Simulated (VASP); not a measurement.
Here is a VASP 6.6.1 calculation.

Contents of INCAR:

```
PREC = Accurate
ENCUT = 750
EDIFF = 1E-6
ISMEAR = 0
SIGMA = 0.01
LREAL = False
LASPH = True
NELM = 120
ALGO = Normal
ISIF = 2
LWAVE = False
LCHARG = False
GGA = PE
NBANDS = 12
GGA_COMPAT = False
```

KPOINTS

```
regular mesh
0
Gamma
  6 6 6
```

The input POSCAR:

```
LiF
1.0
    2.4736017614      0.0000000000      0.0000000000
    0.0000000000      2.4736017614      0.0000000000
    0.0000000000      0.0000000000      2.4736017614
Li F
1 1
Direct
    0.0000000000      0.0000000000      0.0000000000
    0.5000000000      0.5000000000      0.5000000000
```

Potentials or basis: VASP PAW PBE potentials, release 64 (Li_sv, F).

Run with:

```sh
$ cat potpaw_PBE.64/Li_sv/POTCAR potpaw_PBE.64/F/POTCAR > POTCAR
$ mpirun -np 1 vasp_std > vasp.out
```

(1) Predict the pressure.

(2) Estimate the band gap on the k mesh.

## Answers

(1) 8.0 GPa.

(2) 8.39 eV, indirect (least direct gap 9.17 eV).

Caveat: the k points lie up to 0.42 Å⁻¹ apart.
